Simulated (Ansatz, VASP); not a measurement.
## One calculation of Os, two programs

```
CELL_PARAMETERS angstrom
2.73631 0.00000 0.00000
-1.36815 2.36971 0.00000
0.00000 0.00000 4.32243
ATOMIC_POSITIONS crystal
Os 0.33333 0.66667 0.25000
Os 0.66667 0.33333 0.75000
```

Alike in both runs: functional r2SCAN; k mesh 18 × 18 × 10; occupations gaussian, width 0.1 eV; no spin polarisation.

Ansatz relaxed the structure, and its values are those at the end. VASP's run is a single point on that final structure, the one shown.

|  | VASP | Ansatz |
| --- | --- | --- |
| version | VASP 6.6.1 | Ansatz 0.2.0 |
| potentials or method | VASP PAW PBE potentials, release 64 (Os), cutoff 520 eV | scalar-relativistic, plane waves, PAW |
| valence electrons in the cell | 16 | 32 |

Ansatz gave:

| Item | Value |
| --- | --- |
| gap on the k mesh at the Fermi level (eV) | none |
| pressure (GPa) | 0.0 |

Task: Estimate VASP's values.

Result: gap on the k mesh at the Fermi level (eV): none; pressure (GPa): 1.0.

VASP's potentials were made for PBE, not for r2SCAN. A gap of «none» marks a metal or a gap that the smearing closes. The functional is the same, so the differences come from potentials, cutoffs and numerics. VASP's potentials hold 16 valence electrons a cell and Ansatz's 32, so a difference there can come from the potentials and not from the codes.

Spin-orbit coupling is off throughout.
